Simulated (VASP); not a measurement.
# Eu (Fm-3m) in VASP: single point with PBEsol

Aim: the single point of Eu with PBEsol.

All numbers are computed with VASP 6.6.1; they aren't measurements. Logs are shortened: lines on timing, memory, paths and dates and some standing lists are left out, and cuts for length are marked.

## (1) The cell of the first run

The structure is cubic, space group Fm-3m (No. 225). Conventional cell: a = 5.579 Å, b = 5.579 Å, c = 5.579 Å, α = 90.00°, β = 90.00°, γ = 90.00°. Within 5.2 Å of Eu (site symmetry m-3m) lie 12 Eu at 3.94 Å.

## (2) Single point, PBEsol, collinear spin, ferromagnetic start

INCAR

```
SYSTEM = Eu
PREC     = Accurate       ! precision mode
ENCUT    = 520            ! plane-wave cutoff, eV
EDIFF    = 1E-6           ! SCF threshold, eV
ISMEAR   = 1              ! smearing method
SIGMA    = 0.1            ! smearing width, eV
LREAL    = .False.        ! projectors in reciprocal space
LASPH    = .True.         ! aspherical terms in the spheres
NELM     = 150            ! most SCF steps
ALGO     = Normal         ! electronic algorithm
ISIF     = 2              ! what is computed and relaxed
LWAVE    = .False.        ! write WAVECAR
LCHARG   = .False.        ! write CHGCAR
ISPIN    = 2              ! spin polarisation
MAGMOM   = 9.1            ! initial moments
LORBIT   = 11             ! projections on sites
LMAXMIX  = 6              ! l up to which the mixer works
GGA      = PS             ! functional
NBANDS   = 18             ! bands
```

KPOINTS

```
Automatic mesh
0
Gamma
  7 7 7
  0 0 0
```

POSCAR

```
Eu
1.0
    0.0000000000      2.7893030000      2.7893030000
    2.7893030000      0.0000000000      2.7893030000
    2.7893030000      2.7893030000      0.0000000000
Eu
1
Direct
    0.0000000000      0.0000000000      0.0000000000
```

Potentials or basis: VASP PAW PBE potentials, release 64 (Eu).

On the command line:

```bash
$ cat potpaw_PBE.64/Eu/POTCAR > POTCAR
$ mpirun -np 1 vasp_std > vasp.out
```

OUTCAR:

```text
SYSTEM = Eu
   PREC = Accurate
   ENCUT = 520
   EDIFF = 1E-6
   ISMEAR = 1
   LREAL = .False.
   LASPH = .True.
   NELM = 150
   ISIF = 2
   ISPIN = 2
   LORBIT = 11
   GGA = PS

 ion  position               nearest neighbor table
   1  0.000  0.000  0.000-

  LATTYP: Found a face centered cubic cell.
 ALAT       =     5.5786060000

  Lattice vectors:

 A1 = (   0.0000000000,   2.7893030000,   2.7893030000)
 A2 = (   2.7893030000,   0.0000000000,   2.7893030000)
 A3 = (   2.7893030000,   2.7893030000,   0.0000000000)

Analysis of symmetry for initial positions (statically):
=====================================================================
 Subroutine PRICEL returns:
 Original cell was already a primitive cell.

 Routine SETGRP: Setting up the symmetry group for a
 face centered cubic supercell.

 Subroutine GETGRP returns: Found 48 space group operations
 (whereof 48 operations were pure point group operations)
 out of a pool of 48 trial point group operations.

The static configuration has the point symmetry O_h .

Analysis of symmetry for dynamics (positions and initial velocities):
=====================================================================
 Subroutine PRICEL returns:
 Original cell was already a primitive cell.

 Routine SETGRP: Setting up the symmetry group for a
 face centered cubic supercell.

 Subroutine GETGRP returns: Found 48 space group operations
 (whereof 48 operations were pure point group operations)
 out of a pool of 48 trial point group operations.

The dynamic configuration has the point symmetry O_h .

Analysis of structural, dynamic, and magnetic symmetry:
=====================================================================
 Subroutine PRICEL returns:
 Original cell was already a primitive cell.

 Routine SETGRP: Setting up the symmetry group for a
 face centered cubic supercell.

 Subroutine GETGRP returns: Found 48 space group operations
 (whereof 48 operations were pure point group operations)
 out of a pool of 48 trial point group operations.

The overall configuration has the point symmetry O_h .

 Subroutine INISYM returns: Found 48 space group operations
 (whereof 48 operations are pure point group operations),
 and found     1 'primitive' translations

----------------------------------------------------------------------------------------

                                     Primitive cell

  volume of cell :      43.4027

  direct lattice vectors                    reciprocal lattice vectors
     0.000000000  2.789303000  2.789303000    -0.179256251  0.179256251  0.179256251
     2.789303000  0.000000000  2.789303000     0.179256251 -0.179256251  0.179256251
     2.789303000  2.789303000  0.000000000     0.179256251  0.179256251 -0.179256251

  length of vectors
     3.944670132  3.944670132  3.944670132     0.310480935  0.310480935  0.310480935

  position of ions in fractional coordinates (direct lattice)
     0.000000000  0.000000000  0.000000000

  ion indices of the primitive-cell ions
   primitive index   ion index
                 1           1

----------------------------------------------------------------------------------------

 KPOINTS: Automatic mesh

Automatic generation of k-mesh.
 Grid dimensions read from file:
 generate k-points for:    7    7    7

 Generating k-lattice:

  Cartesian coordinates                     Fractional coordinates (reciprocal lattice)
    -0.025608036  0.025608036  0.025608036     0.142857143  0.000000000  0.000000000
     0.025608036 -0.025608036  0.025608036     0.000000000  0.142857143  0.000000000
     0.025608036  0.025608036 -0.025608036     0.000000000  0.000000000  0.142857143

  Length of vectors
     0.044354419  0.044354419  0.044354419

  Shift w.r.t. Gamma in fractional coordinates (k-lattice)
     0.000000000  0.000000000  0.000000000

 Subroutine IBZKPT returns following result:
 ===========================================

 Found     20 irreducible k-points:

 Following reciprocal coordinates:
            Coordinates               Weight
  0.000000  0.000000  0.000000      1.000000
  0.142857  0.000000  0.000000      8.000000
  0.285714  0.000000  0.000000      8.000000
  0.428571  0.000000  0.000000      8.000000
  0.142857  0.142857  0.000000      6.000000
  0.285714  0.142857  0.000000     24.000000
[... 12 lines left out ...]
 -0.428571  0.428571  0.142857     24.000000
 -0.285714  0.428571  0.142857     24.000000
   k-points           NKPTS =     20   k-points in BZ     NKDIM =     20   number of bands    NBANDS=     18
   number of dos      NEDOS =    301   number of ions     NIONS =      1
   total plane-waves  NPLWV =  27000
   dimension x,y,z NGX =    30 NGY =   30 NGZ =   30
   dimension x,y,z NGXF=    60 NGYF=   60 NGZF=   60
   ions per type =               1
   NGX,Y,Z   is equivalent  to a cutoff of  12.64, 12.64, 12.64 a.u.
   NGXF,Y,Z  is equivalent  to a cutoff of  25.29, 25.29, 25.29 a.u.
 SYSTEM =  Eu
   PREC   = accura    normal or accurate (medium, high low for compatibility)
   ISTART =      0    job   : 0-new  1-cont  2-samecut
   ICHARG =      2    charge: 1-file 2-atom 10-const
   ISPIN  =      2    spin polarized calculation?
   LNONCOLLINEAR =      F non collinear calculations
   LSORBIT =      F    spin-orbit coupling
   LASPH  =      T    aspherical Exc in radial PAW
   ENCUT  =  520.0 eV  38.22 Ry    6.18 a.u.   7.33  7.33  7.33*2*pi/ulx,y,z
   NELM   =    150;   NELMIN=  2; NELMDL= -5     # of ELM steps
   EDIFF  = 0.1E-05   stopping-criterion for ELM
   LREAL  =      F    real-space projection
   EDIFFG = 0.1E-04   stopping-criterion for IOM
   NSW    =      0    number of steps for IOM
   IBRION =     -1    ionic relax: 0-MD 1-quasi-New 2-CG
   NFREE  =      0    steps in history (QN), initial steepest desc. (CG)
   ISIF   =      2    stress and relaxation
   ISYM   =      2    0-nonsym 1-usesym 2-fastsym
   POTIM  = 0.5000    time-step for ionic-motion
   TEBEG  =    0.0;   TEEND  =   0.0 temperature during run
   PSTRESS=    0.0 pullay stress
   NELECT =      17.0000    total number of electrons
   NUPDOWN=      -1.0000    fix difference up-down
   EMIN   =  10.00;   EMAX   =-10.00  energy-range for DOS
   EFERMI =   0.00;   METHOD = LEGACY
   ISMEAR =     1;   SIGMA  =   0.10  broadening in eV -4-tet -1-fermi 0-gaus
   EFERMI_NEDOS =   21; number of points for ismear=-14 and -15
   IALGO  =     38    algorithm
   IMIX   =      4    mixing-type and parameters
     AMIX     =   0.40;   BMIX     =  1.00
     AMIX_MAG =   1.60;   BMIX_MAG =  1.00
  volume/ion in A,a.u.               =      43.40       292.90
  Fermi-wavevector in a.u.,A,eV,Ry     =   1.197803  2.263520 19.520719  1.434732
  Thomas-Fermi vector in A             =   2.333709
   LORBIT       =     11    0 simple, 1 ext, 2 COOP (PROOUT), +10 PAW based schemes
   GGA     = PS    functional components
   LHFCALC =     F    Hartree Fock is set to
   AEXX    =    0.0000 exact exchange contribution
   IVDW    =     0    specifies the selected vdW correction
   LEPSILON=     F    determine dielectric tensor
   LRPA    =     F    only Hartree local field effects (RPA)
 spin polarized calculation
 Methfessel and Paxton  Order N= 1 SIGMA  =   0.10
  energy-cutoff  :      520.00
  volume of cell :       43.40
 maximum number of plane-waves:      1211
 NGX is ok and might be reduce to    30
   NGX = 15   NGY = 15   NGZ = 15

 number of electron      17.0000003 magnetization       7.6244395

 Free energy of the ion-electron system (eV)
  ---------------------------------------------------
  ext. energy  EPLUGINS =         0.00000000
  ---------------------------------------------------
  free energy    TOTEN  =       -11.66163327 eV

  energy without entropy =      -11.66159575  energy(sigma->0) =      -11.66162077

 E-fermi :   1.8322     XC(G=0):  -8.7945

 val. band max:        1.8214157098   @ k =  -0.2857   0.4286   0.1429
 cond. band min:       1.8897708863   @ k =  -0.2857   0.2857   0.0000
 fundamental gap:      0.0683551765
 Fermi energy:         1.8321948002

 spin component 1

 k-point     1 :       0.0000    0.0000    0.0000
  band No.  band energies     occupation
      1     -39.7891      1.00000
      2     -18.3708      1.00000
      3     -18.3708      1.00000
      4     -18.3708      1.00000
      5      -2.6141      1.00000
      6       1.2676      1.00000
[... 10 lines left out ...]
     17       5.3914      0.00000
     18       9.9073      0.00000

 k-point     2 :       0.1429    0.0000    0.0000
  band No.  band energies     occupation
      1     -39.7838      1.00000
      2     -18.4503      1.00000
      3     -18.3812      1.00000
      4     -18.3812      1.00000
      5      -2.1916      1.00000
      6       1.2647      1.00000
[... 10 lines left out ...]
     17       5.2305      0.00000
     18      10.6348      0.00000
[... 358 lines left out ...]
 k-point    20 :      -0.2857    0.4286    0.1429
  band No.  band energies     occupation
      1     -39.7523      1.00000
      2     -18.6528      1.00000
      3     -18.6282      1.00000
      4     -18.5019      1.00000
      5       1.1056      1.00000
      6       1.2952      1.00000
[... 10 lines left out ...]
     17       7.1500      0.00000
     18       8.7563      0.00000
 Fermi energy:         1.8321948002

 spin component 2

 k-point     1 :       0.0000    0.0000    0.0000
  band No.  band energies     occupation
      1     -36.6433      1.00000
      2     -15.9682      1.00000
      3     -15.9682      1.00000
      4     -15.9682      1.00000
      5      -1.5413      1.00000
      6       4.7694      0.00000
[... 10 lines left out ...]
     17       6.6777      0.00000
     18      11.5909      0.00000

 k-point     2 :       0.1429    0.0000    0.0000
  band No.  band energies     occupation
      1     -36.6365      1.00000
      2     -16.0668      1.00000
      3     -15.9806      1.00000
      4     -15.9806      1.00000
      5      -1.1017      1.00000
      6       4.1870      0.00000
[... 10 lines left out ...]
     17       6.7130      0.00000
     18      12.0055      0.00000
[... 358 lines left out ...]
 k-point    20 :      -0.2857    0.4286    0.1429
  band No.  band energies     occupation
      1     -36.5962      1.00000
      2     -16.3121      1.00000
      3     -16.2828      1.00000
      4     -16.1278      1.00000
      5       2.2384     -0.00000
      6       2.8472     -0.00000
[... 10 lines left out ...]
     17       8.6513      0.00000
     18      10.2445      0.00000

------------------------ aborting loop because EDIFF is reached ----------------------------------------

  FORCE on cell =-STRESS in cart. coord.  units (eV):
  Direction    XX          YY          ZZ          XY          YZ          ZX
  --------------------------------------------------------------------------------------
  -------------------------------------------------------------------------------------
  Total       -0.6695939     -0.6695939     -0.6695939     -0.0000000     -0.0000000     -0.0000000
  in kB      -24.7175258    -24.7175258    -24.7175258     -0.0000000     -0.0000000     -0.0000000
  external PRESSURE =     -24.7175258 kB  Pullay stress =       0.0000000 kB

 VOLUME and BASIS-vectors are now :
 -----------------------------------------------------------------------------
  energy-cutoff  :      520.00
  volume of cell :       43.40
      direct lattice vectors                 reciprocal lattice vectors
     0.000000000  2.789303000  2.789303000    -0.179256251  0.179256251  0.179256251
     2.789303000  0.000000000  2.789303000     0.179256251 -0.179256251  0.179256251
     2.789303000  2.789303000  0.000000000     0.179256251  0.179256251 -0.179256251

 POSITION                                       TOTAL-FORCE (eV/Angst)
 -----------------------------------------------------------------------------------
      0.00000      0.00000      0.00000         0.000000      0.000000      0.000000
 -----------------------------------------------------------------------------------
    total drift:                               -0.000000     -0.000000     -0.000000

  FREE ENERGIE OF THE ION-ELECTRON SYSTEM (eV)
  ---------------------------------------------------
  free  energy   TOTEN  =       -11.6616332728 eV

  energy  without entropy=      -11.6615957520  energy(sigma->0) =      -11.66162077

 total charge

# of ion       s       p       d       f       tot
--------------------------------------------------
    1        2.076   5.678   0.313   6.635  14.702

 magnetization (x)

# of ion       s       p       d       f       tot
--------------------------------------------------
    1        0.005  -0.076   0.202   6.634   6.765
```

It took 55 s on 1 thread of AMD EPYC 7R43 (Zen 3), shared host; peak memory 0.18 GiB.

Results:

* Free energy: -11.6616 eV
* Pressure: -2.5 GPa
* Net moment: 7.62 μB per cell
* Site moments: Eu +6.76 μB
* Valence electrons inside the program's atomic spheres: Eu 14.70

Caveat: the PAW data sets were made with another functional, which shifts forces and pressure a little; spin-orbit coupling is left out, which moves the levels of the heavy elements. The state reached can hang on the start; a lower one may exist.
